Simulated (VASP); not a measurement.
Wanted: the native input for a VASP 6.6.1 run.

- Task: single point
- Functional: PBEsol
- Potentials or basis: VASP PAW PBE potentials, release 64 (As, Al)
- Cutoff: 500 eV
- k mesh: 12 × 12 × 12
- Occupations: gaussian, width 0.02 eV
- Spin: no spin polarisation
- Dipole correction: no
- Further INCAR settings: ALGO = Normal; EDIFF = 1e-06; NBANDS = 11

The structure of AlAs lies in POSCAR:

```
AlAs
1.0
    0.0000000000      2.8584255850      2.8584255850
    2.8584255850      0.0000000000      2.8584255850
    2.8584255850      2.8584255850      0.0000000000
As Al
1 1
Direct
    0.7500000000      0.7500000000      0.7500000000
    0.0000000000      0.0000000000      0.0000000000
```

One way to write it, as run:

INCAR

```
SYSTEM = AlAs
PREC = Accurate
ENCUT = 500
EDIFF = 1E-6
ISMEAR = 0
SIGMA = 0.02
LREAL = .FALSE.
LASPH = .TRUE.
NELM = 120
ALGO = Normal
ISIF = 2
LWAVE = .FALSE.
LCHARG = .FALSE.
GGA = PS
NBANDS = 11
GGA_COMPAT = .FALSE.
```

KPOINTS

```
regular mesh
0
G
  12 12 12
  0 0 0
```

Potentials or basis: VASP PAW PBE potentials, release 64 (As, Al).

Launch:

```bash
$ cat potpaw_PBE.64/As/POTCAR potpaw_PBE.64/Al/POTCAR > POTCAR
$ mpirun -np 1 vasp_std > vasp.out
```

It gave:

| Item | Value |
| --- | --- |
| Pressure | -1.3 GPa |
| Band gap on the k mesh | 1.37 eV, indirect (least direct gap 1.75 eV) |

Caveat: the PAW data sets were made with another functional, which shifts forces and pressure a little.

Wall time 30 s on 1 thread of Intel(R) Xeon(R) Platinum 8488C (Sapphire Rapids), on a shared host, peak memory 0.19 GiB.
